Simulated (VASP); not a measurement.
# Cd2HgSe3 (C2) in VASP: notebook, part 2 of 2

VASP 6.6.1. The steps go on from the part before.

## 3. Single point, PBE (29.92 Å³/atom)

This run uses another cell than the first one, of 29.92 Å³/atom.

INCAR reads:

```
PREC     = Accurate       # precision mode
ENCUT    = 520            # plane-wave cutoff, eV
EDIFF    = 1E-7           # SCF threshold, eV
ISMEAR   = 0              # smearing method
SIGMA    = 0.02           # smearing width, eV
LREAL    = F              # projectors in reciprocal space
LASPH    = T              # aspherical terms in the spheres
NELM     = 100            # most SCF steps
ALGO     = Normal         # electronic algorithm
ISIF     = 2              # what is computed and relaxed
LWAVE    = F              # write WAVECAR
LCHARG   = F              # write CHGCAR
GGA      = PE             # functional
NBANDS   = 36             # bands
```

KPOINTS reads:

```
regular mesh
0
Gamma
  8 8 4
```

POSCAR reads:

```
Cd2HgSe3
1.0
    3.9622258029     -2.2040435348     -0.1105487123
    3.9622258029      2.2040435348     -0.1105487123
   -1.3376365200      0.0000000000     10.3155756482
Cd Hg Se
2 1 3
Direct
    0.4024414140     -0.0073957833      0.3400906075
    1.0073957833      0.5975585860      0.6599093925
    0.6938977419      0.3061022581      0.0000000000
    0.4733533920      0.0500694208      0.8094776357
    0.4729810896      0.5270189104      0.5000000000
    0.9499305792      0.5266466080      0.1905223643
```

Potentials or basis: VASP PAW PBE potentials, release 64 (Cd, Hg, Se).

The run is started by

```
$ cat potpaw_PBE.64/Cd/POTCAR potpaw_PBE.64/Hg/POTCAR potpaw_PBE.64/Se/POTCAR > POTCAR
$ mpirun -np 1 vasp_std > vasp.out
```

OUTCAR:

```text
PREC = Accurate
   ENCUT = 520
   EDIFF = 1E-7
   ISMEAR = 0
   LREAL = F
   LASPH = T
   NELM = 100
   ISIF = 2
   GGA = PE

 ion  position               nearest neighbor table
   1  0.402  0.993  0.340-   6 2.72   5 2.73   6 2.77   5 2.88
   2  0.007  0.598  0.660-   4 2.72   5 2.73   4 2.77   5 2.88
   3  0.694  0.306  0.000-   4 2.52   6 2.52
   4  0.473  0.050  0.809-   3 2.52   2 2.72   2 2.77
   5  0.473  0.527  0.500-   1 2.73   2 2.73   2 2.88   1 2.88
   6  0.950  0.527  0.191-   3 2.52   1 2.72   1 2.77

  LATTYP: Found a base centered monoclinic cell.
 ALAT       =     7.9275353877
 B/A-ratio  =     0.5560476055
 C/A-ratio  =     1.3121279555
 COS(beta)  =    -0.1562031182

  Lattice vectors:

 A1 = (   3.9622258029,  -2.2040435348,  -0.1105487123)
 A2 = (   3.9622258029,   2.2040435348,  -0.1105487123)
 A3 = (  -1.3376365200,   0.0000000000,  10.3155756482)

Analysis of symmetry for initial positions (statically):
=====================================================================
 Subroutine PRICEL returns:
 Original cell was already a primitive cell.

 Routine SETGRP: Setting up the symmetry group for a
 base centered monoclinic supercell.

 Subroutine GETGRP returns: Found  2 space group operations
 (whereof  2 operations were pure point group operations)
 out of a pool of  4 trial point group operations.

The static configuration has the point symmetry C_2 .

Analysis of symmetry for dynamics (positions and initial velocities):
=====================================================================
 Subroutine PRICEL returns:
 Original cell was already a primitive cell.

 Routine SETGRP: Setting up the symmetry group for a
 base centered monoclinic supercell.

 Subroutine GETGRP returns: Found  2 space group operations
 (whereof  2 operations were pure point group operations)
 out of a pool of  4 trial point group operations.

The dynamic configuration has the point symmetry C_2 .

[... 123 lines left out ...]
   IALGO  =     38    algorithm
   IMIX   =      4    mixing-type and parameters
     AMIX     =   0.40;   BMIX     =  1.00
     AMIX_MAG =   1.60;   BMIX_MAG =  1.00
  volume/ion in A,a.u.               =      29.92       201.91
  Fermi-wavevector in a.u.,A,eV,Ry     =   1.096907  2.072854 16.370599  1.203205
  Thomas-Fermi vector in A             =   2.233258
   LORBIT       =      0    0 simple, 1 ext, 2 COOP (PROOUT), +10 PAW based schemes
   GGA     = PE    functional components
   LHFCALC =     F    Hartree Fock is set to
   AEXX    =    0.0000 exact exchange contribution
   IVDW    =     0    specifies the selected vdW correction
   LEPSILON=     F    determine dielectric tensor
   LRPA    =     F    only Hartree local field effects (RPA)
 non-spin polarized calculation
 Gauss-broadening in eV      SIGMA  =   0.02
  energy-cutoff  :      520.00
  volume of cell :      179.52
 maximum number of plane-waves:      4888
 NGX is ok and might be reduce to    36
   NGX = 17   NGY = 17   NGZ = 39

 number of electron      54.0000004 magnetization

 Free energy of the ion-electron system (eV)
  ---------------------------------------------------
  ext. energy  EPLUGINS =         0.00000000
  ---------------------------------------------------
  free energy    TOTEN  =       -14.52243897 eV

  energy without entropy =      -14.52243897  energy(sigma->0) =      -14.52243897

 E-fermi :   0.6404     XC(G=0):  -8.8080

 val. band max:        0.5603725479   @ k =   0.0000   0.0000   0.5000
 cond. band min:       1.2460424991   @ k =   0.0000   0.0000   0.0000
 fundamental gap:      0.6856699511
 Fermi energy:         0.6403894687

 k-point     1 :       0.0000    0.0000    0.0000
  band No.  band energies     occupation
      1     -11.8223      2.00000
      2     -11.3342      2.00000
      3     -11.1140      2.00000
      4      -7.2079      2.00000
      5      -7.0463      2.00000
      6      -7.0240      2.00000
[... 925 lines left out ...]
     35       7.0646      0.00000
     36       7.4601      0.00000

 [... further k-points ...]
[... 5 lines left out ...]
  --------------------------------------------------------------------------------------
  -------------------------------------------------------------------------------------
  Total       -1.9828141     -2.0273016     -1.8825065      0.0000000      0.0000000      0.1458167
  in kB      -17.6963553    -18.0934004    -16.8011230      0.0000000      0.0000000      1.3013950
  external PRESSURE =     -17.5302929 kB  Pullay stress =       0.0000000 kB

 VOLUME and BASIS-vectors are now :
 -----------------------------------------------------------------------------
  energy-cutoff  :      520.00
  volume of cell :      179.52
      direct lattice vectors                 reciprocal lattice vectors
     3.962225803 -2.204043535 -0.110548712     0.126649907 -0.226855773  0.016422888
     3.962225803  2.204043535 -0.110548712     0.126649907  0.226855773  0.016422888
    -1.337636520  0.000000000 10.315575648     0.002714533  0.000000000  0.097292783

 POSITION                                       TOTAL-FORCE (eV/Angst)
 -----------------------------------------------------------------------------------
      5.07257      1.30074      3.35401        -0.006238      0.002429      0.003258
      1.51425      1.30074      6.74047         0.006238      0.002429     -0.003258
      3.96223     -0.85472     -0.11055        -0.000000      0.006868      0.000000
      0.99113     -0.93294      8.29236        -0.049354     -0.004483     -0.029290
      3.29341      0.11910      5.04724         0.000000     -0.002759     -0.000000
      5.59568     -0.93294      1.80211         0.049354     -0.004483      0.029290
 -----------------------------------------------------------------------------------
    total drift:                                0.000000      0.000228     -0.000000

  FREE ENERGIE OF THE ION-ELECTRON SYSTEM (eV)
  ---------------------------------------------------
  free  energy   TOTEN  =       -14.5224389659 eV

  energy  without entropy=      -14.5224389659  energy(sigma->0) =      -14.52243897
```

OSZICAR:

```text
N       E                     dE             d eps       ncg     rms          rms(c)
DAV:   1     0.365359321054E+03    0.36536E+03   -0.25038E+04  5616   0.134E+03
DAV:   2     0.729185253571E+01   -0.35807E+03   -0.34645E+03  6100   0.322E+02
DAV:   3    -0.156215291498E+02   -0.22913E+02   -0.22747E+02  6676   0.787E+01
DAV:   4    -0.158684734963E+02   -0.24694E+00   -0.24657E+00  6188   0.768E+00
DAV:   5    -0.158701688374E+02   -0.16953E-02   -0.16952E-02  6312   0.630E-01    0.918E+00
DAV:   6    -0.145679345020E+02    0.13022E+01   -0.25822E+00  6708   0.127E+01    0.726E+00
DAV:   7    -0.145294642261E+02    0.38470E-01   -0.88649E-01  6156   0.385E+00    0.337E+00
DAV:   8    -0.145243359825E+02    0.51282E-02   -0.91163E-02  5984   0.240E+00    0.468E-01
DAV:   9    -0.145222139665E+02    0.21220E-02   -0.17387E-02  6284   0.111E+00    0.144E-01
DAV:  10    -0.145223282451E+02   -0.11428E-03   -0.14603E-03  6040   0.255E-01    0.976E-02
DAV:  11    -0.145224301790E+02   -0.10193E-03   -0.30439E-04  6140   0.933E-02    0.306E-02
DAV:  12    -0.145224401714E+02   -0.99924E-05   -0.37723E-05  6296   0.354E-02    0.169E-02
DAV:  13    -0.145224394682E+02    0.70319E-06   -0.33858E-06  6456   0.742E-03    0.854E-03
DAV:  14    -0.145224388708E+02    0.59742E-06   -0.19621E-06  6208   0.899E-03    0.168E-03
DAV:  15    -0.145224389871E+02   -0.11629E-06   -0.28046E-07  6132   0.235E-03    0.145E-03
DAV:  16    -0.145224389659E+02    0.21193E-07   -0.28727E-08  3196   0.110E-03
   1 F= -.14522439E+02 E0= -.14522439E+02  d E =-.642249E-11
```

stdout:

```text
POSCAR found type information on POSCAR CdHgSe
 POSCAR found :  3 types and       6 ions
 scaLAPACK will be used
 LDA part: xc-table for (Slater+PW92), standard interpolation
 POSCAR, INCAR and KPOINTS ok, starting setup
 FFT: planning ... GRIDC
 FFT: planning ... GRID_SOFT
 FFT: planning ... GRID
 WAVECAR not read
 entering main loop
```

Wall time 4.5 min (1 thread of Intel Xeon 6975P-C (Granite Rapids), shared host); peak memory 0.64 GiB.

What came out:

```
Free energy            : -14.5224 eV
Pressure               : -1.8 GPa
Largest force          : 0.058 eV/Å
Band gap on the k mesh : 0.69 eV
```

Forces on the atoms (eV/Å):
```
Cd  -0.006  0.002  0.003
Cd   0.006  0.002 -0.003
Hg   0.000  0.007  0.000
Se  -0.049 -0.004 -0.029
Se   0.000 -0.003  0.000
Se   0.049 -0.004  0.029
```

Stress tensor (GPa, compression positive):
```
-1.77  0.00  0.13
 0.00 -1.81  0.00
 0.13  0.00 -1.68
```

Levels at points of the mesh, in eV from the valence-band top:
```
           k point  band 25  band 26  band 27  band 28  band 29  band 30
(0.00, 0.00, 0.00)    -0.25    -0.07     0.00     0.69     2.85     3.15
(0.50, 0.00, 0.00)    -1.01    -0.80    -0.55     2.09     2.54     3.11
(0.50, 0.50, 0.00)    -1.01    -0.61    -0.28     1.81     2.54     2.80
(0.00, 0.00, 0.50)    -0.22    -0.21     0.00     1.52     2.31     3.13
(0.50, 0.00, 0.50)    -1.02    -0.60    -0.56     1.87     2.83     3.29
(0.50, 0.50, 0.50)    -0.90    -0.68    -0.50     1.80     2.68     3.32
```

Caveat: spin-orbit coupling is left out, which moves the levels of the heavy elements. A k mesh can miss the band edges.
